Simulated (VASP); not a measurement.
# Ti (Im-3m) in VASP: a series of runs, part 2 of 2

VASP 6.6.1. The steps go on from the part before.

## 3. Single point, PBE, non-collinear spin, zero start, spin-orbit coupling

Input file INCAR:

```
  PREC = Accurate
  ENCUT = 520
  EDIFF = 1E-7
  ISMEAR = -1
  SIGMA = 0.05
  LREAL = False
  LASPH = True
  NELM = 150
  ALGO = Normal
  ISIF = 2
  LWAVE = False
  LCHARG = False
  MAGMOM = 0 0 0
  LORBIT = 11
  LSORBIT = True
  GGA_COMPAT = False
  LORBMOM = True
  LMAXMIX = 4
  GGA = PE
  NBANDS = 23
```

Input file KPOINTS:

```
regular mesh
0
Gamma
  14 14 14
```

Input file POSCAR:

```
Ti
1.0
   -1.6410000000      1.6410000000      1.6410000000
    1.6410000000     -1.6410000000      1.6410000000
    1.6410000000      1.6410000000     -1.6410000000
Ti
1
Direct
    0.0000000000      0.0000000000      0.0000000000
```

Potentials or basis: VASP PAW PBE potentials, release 64 (Ti_sv).

Launch:

```bash
cat potpaw_PBE.64/Ti_sv/POTCAR > POTCAR
mpirun -np 1 vasp_ncl > vasp.out
```

OUTCAR:

```text
PREC = Accurate
   ENCUT = 520
   EDIFF = 1E-7
   ISMEAR = -1
   LREAL = False
   LASPH = True
   NELM = 150
   ISIF = 2
   LORBIT = 11
   LSORBIT = True
   GGA = PE

 ion  position               nearest neighbor table
   1  0.000  0.000  0.000-

  LATTYP: Found a body centered cubic cell.
 ALAT       =     3.2820000000

  Lattice vectors:

 A1 = (  -1.6410000000,   1.6410000000,   1.6410000000)
 A2 = (   1.6410000000,  -1.6410000000,   1.6410000000)
 A3 = (   1.6410000000,   1.6410000000,  -1.6410000000)

Analysis of symmetry for initial positions (statically):
=====================================================================
 Subroutine PRICEL returns:
 Original cell was already a primitive cell.

 Routine SETGRP: Setting up the symmetry group for a
 body centered cubic supercell.

 Subroutine GETGRP returns: Found 48 space group operations
 (whereof 48 operations were pure point group operations)
 out of a pool of 48 trial point group operations.

The static configuration has the point symmetry O_h .

Analysis of symmetry for dynamics (positions and initial velocities):
=====================================================================
 Subroutine PRICEL returns:
 Original cell was already a primitive cell.

 Routine SETGRP: Setting up the symmetry group for a
 body centered cubic supercell.

 Subroutine GETGRP returns: Found 48 space group operations
 (whereof 48 operations were pure point group operations)
 out of a pool of 48 trial point group operations.

The dynamic configuration has the point symmetry O_h .

Analysis of structural, dynamic, and magnetic symmetry:
=====================================================================
 Subroutine PRICEL returns:
 Original cell was already a primitive cell.

 Routine SETGRP: Setting up the symmetry group for a
 body centered cubic supercell.

 Subroutine GETGRP returns: Found 48 space group operations
 (whereof 48 operations were pure point group operations)
 out of a pool of 48 trial point group operations.

The overall configuration has the point symmetry O_h .

 Subroutine INISYM returns: Found 48 space group operations
 (whereof 48 operations are pure point group operations),
 and found     1 'primitive' translations

----------------------------------------------------------------------------------------

                                     Primitive cell

  volume of cell :      17.6761

  direct lattice vectors                    reciprocal lattice vectors
    -1.641000000  1.641000000  1.641000000     0.000000000  0.304692261  0.304692261
     1.641000000 -1.641000000  1.641000000     0.304692261  0.000000000  0.304692261
     1.641000000  1.641000000 -1.641000000     0.304692261  0.304692261  0.000000000

  length of vectors
     2.842295375  2.842295375  2.842295375     0.430899928  0.430899928  0.430899928

  position of ions in fractional coordinates (direct lattice)
     0.000000000  0.000000000  0.000000000

  ion indices of the primitive-cell ions
   primitive index   ion index
                 1           1

----------------------------------------------------------------------------------------

 KPOINTS: regular mesh

Automatic generation of k-mesh.
 Grid dimensions read from file:
 generate k-points for:   14   14   14

[... 86 lines left out ...]
  Thomas-Fermi vector in A             =   2.557745
   LORBIT       =     11    0 simple, 1 ext, 2 COOP (PROOUT), +10 PAW based schemes
   GGA     = PE    functional components
   LHFCALC =     F    Hartree Fock is set to
   AEXX    =    0.0000 exact exchange contribution
   IVDW    =     0    specifies the selected vdW correction
   LEPSILON=     F    determine dielectric tensor
   LRPA    =     F    only Hartree local field effects (RPA)
  energy-cutoff  :      520.00
  volume of cell :       17.68
 maximum number of plane-waves:       980
 NGX is ok and might be reduce to    24
   NGX = 11   NGY = 11   NGZ = 11

 number of electron      12.0000001 magnetization       0.0000000      0.0000000      0.0000000

 number of electron      12.0000001 magnetization       0.0000000     -0.0000000     -0.0000000

 number of electron      12.0000001 magnetization      -0.0000000      0.0000000      0.0000000

 Free energy of the ion-electron system (eV)
  ---------------------------------------------------
  ext. energy  EPLUGINS =         0.00000000
  ---------------------------------------------------
  free energy    TOTEN  =        -7.73544159 eV

  energy without entropy =       -7.71469850  energy(sigma->0) =       -7.72507005

 E-fermi :   7.8967     XC(G=0): -11.4119

 val. band max:        7.8937312806   @ k =  -0.2857   0.2857   0.2143
 cond. band min:       7.9118973482   @ k =  -0.2857   0.3571   0.0714
 fundamental gap:      0.0181660676
 Fermi energy:         7.8967058049

 k-point     1 :       0.0000    0.0000    0.0000
  band No.  band energies     occupation
      1     -48.6640      1.00000
      2     -48.6640      1.00000
      3     -24.9833      1.00000
      4     -24.9833      1.00000
      5     -24.3200      1.00000
      6     -24.3200      1.00000
[... 613 lines left out ...]
     22      16.1917      0.00000
     23      17.2322      0.00000

 [... further k-points ...]
[... 5 lines left out ...]
  --------------------------------------------------------------------------------------
  -------------------------------------------------------------------------------------
  Total       -0.2891980     -0.2891980     -0.2891980      0.0000000      0.0000000     -0.0000000
  in kB      -26.2132081    -26.2132081    -26.2132081      0.0000000      0.0000000     -0.0000000
  external PRESSURE =     -26.2132081 kB  Pullay stress =       0.0000000 kB

 VOLUME and BASIS-vectors are now :
 -----------------------------------------------------------------------------
  energy-cutoff  :      520.00
  volume of cell :       17.68
      direct lattice vectors                 reciprocal lattice vectors
    -1.641000000  1.641000000  1.641000000     0.000000000  0.304692261  0.304692261
     1.641000000 -1.641000000  1.641000000     0.304692261  0.000000000  0.304692261
     1.641000000  1.641000000 -1.641000000     0.304692261  0.304692261  0.000000000

 POSITION                                       TOTAL-FORCE (eV/Angst)
 -----------------------------------------------------------------------------------
      0.00000      0.00000      0.00000         0.000000     -0.000000      0.000000
 -----------------------------------------------------------------------------------
    total drift:                                0.000000      0.000000      0.000000

  FREE ENERGIE OF THE ION-ELECTRON SYSTEM (eV)
  ---------------------------------------------------
  free  energy   TOTEN  =        -7.7354415914 eV

  energy  without entropy=       -7.7146985003  energy(sigma->0) =       -7.72507005

 orbital moment (x)

 # of ion     p       d       tot
 ----------------------------------------
  1         0.000  -0.000  -0.000
 ----------------------------------------
            0.000  -0.000  -0.000

 orbital moment (y)

 # of ion     p       d       tot
 ----------------------------------------
  1         0.000   0.000   0.000
 ----------------------------------------
            0.000   0.000   0.000

 orbital moment (z)

 # of ion     p       d       tot
 ----------------------------------------
  1         0.000  -0.000  -0.000
 ----------------------------------------
            0.000  -0.000  -0.000

 Spin-Orbit-Coupling matrix elements

 Ion:    1  E_soc:     -0.0111114
 l=   1
     0.0000000    -0.0017523    -0.0017523
    -0.0017523     0.0000000    -0.0017523
    -0.0017523    -0.0017523     0.0000000
 l=   2
     0.0000000    -0.0000168     0.0000000    -0.0000168    -0.0000828
    -0.0000168     0.0000000    -0.0000621    -0.0000168    -0.0000207
     0.0000000    -0.0000621     0.0000000    -0.0000621     0.0000000
    -0.0000168    -0.0000168    -0.0000621     0.0000000    -0.0000207
    -0.0000828    -0.0000207     0.0000000    -0.0000207     0.0000000
 l=   3
     0.0000000     0.0000000     0.0000000     0.0000000     0.0000000     0.0000000     0.0000000
     0.0000000     0.0000000     0.0000000     0.0000000     0.0000000     0.0000000     0.0000000
     0.0000000     0.0000000     0.0000000     0.0000000     0.0000000     0.0000000     0.0000000
     0.0000000     0.0000000     0.0000000     0.0000000     0.0000000     0.0000000     0.0000000
     0.0000000     0.0000000     0.0000000     0.0000000     0.0000000     0.0000000     0.0000000
     0.0000000     0.0000000     0.0000000     0.0000000     0.0000000     0.0000000     0.0000000
     0.0000000     0.0000000     0.0000000     0.0000000     0.0000000     0.0000000     0.0000000

 total charge

# of ion       s       p       d       tot
------------------------------------------
    1        2.239   6.109   1.895  10.244

 magnetization (x)

# of ion       s       p       d       tot
------------------------------------------
    1        0.000   0.000   0.000   0.000

 magnetization (y)

# of ion       s       p       d       tot
------------------------------------------
    1        0.000   0.000  -0.000   0.000

 magnetization (z)

# of ion       s       p       d       tot
------------------------------------------
    1       -0.000   0.000   0.000  -0.000
```

OSZICAR:

```text
N       E                     dE             d eps       ncg     rms          rms(c)
DAV:   1     0.133688364337E+03    0.13369E+03   -0.60084E+03  4800   0.128E+03
DAV:   2     0.365301694904E+01   -0.13004E+03   -0.12613E+03  5001   0.383E+02
DAV:   3    -0.845906244849E+01   -0.12112E+02   -0.11921E+02  8453   0.102E+02
DAV:   4    -0.880046959298E+01   -0.34141E+00   -0.34025E+00  5799   0.161E+01
DAV:   5    -0.880991039573E+01   -0.94408E-02   -0.94405E-02  6096   0.213E+00    0.817E+00
DAV:   6    -0.772206547347E+01    0.10878E+01   -0.28197E+00  5349   0.237E+01    0.186E+00
DAV:   7    -0.772612046095E+01   -0.40550E-02   -0.15461E-01  6919   0.343E+00    0.135E+00
DAV:   8    -0.773697420951E+01   -0.10854E-01   -0.62257E-02  5033   0.337E+00    0.405E-01
DAV:   9    -0.773529323577E+01    0.16810E-02   -0.77395E-03  6294   0.123E+00    0.851E-02
DAV:  10    -0.773543189775E+01   -0.13866E-03   -0.29710E-04  5781   0.151E-01    0.393E-02
DAV:  11    -0.773544387029E+01   -0.11973E-04   -0.83726E-05  6125   0.717E-02    0.630E-03
DAV:  12    -0.773544109982E+01    0.27705E-05   -0.58871E-06  6018   0.276E-02    0.643E-03
DAV:  13    -0.773544167064E+01   -0.57082E-06   -0.17021E-06  6922   0.138E-02    0.141E-03
DAV:  14    -0.773544159144E+01    0.79195E-07   -0.50726E-08  4395   0.304E-03
   1 F= -.77354416E+01 E0= -.77250700E+01  d E =-.207431E-01  mag=    -0.0000     0.0000     0.0000
```

Run time: 2.2 min. Hardware: 1 thread of Intel Xeon 8259CL, shared host; peak memory 0.23 GiB.

Results:

```yaml
Free_energy: -7.7354 eV
Pressure: -2.6 GPa
Net_moment: 0.00 μB per cell
Valence_electrons_inside_the_program's_atomic_spheres: Ti 10.24
```

Moments on the atoms (μB; x, y, z):
```
Ti  0.00 0.00 0.00
```
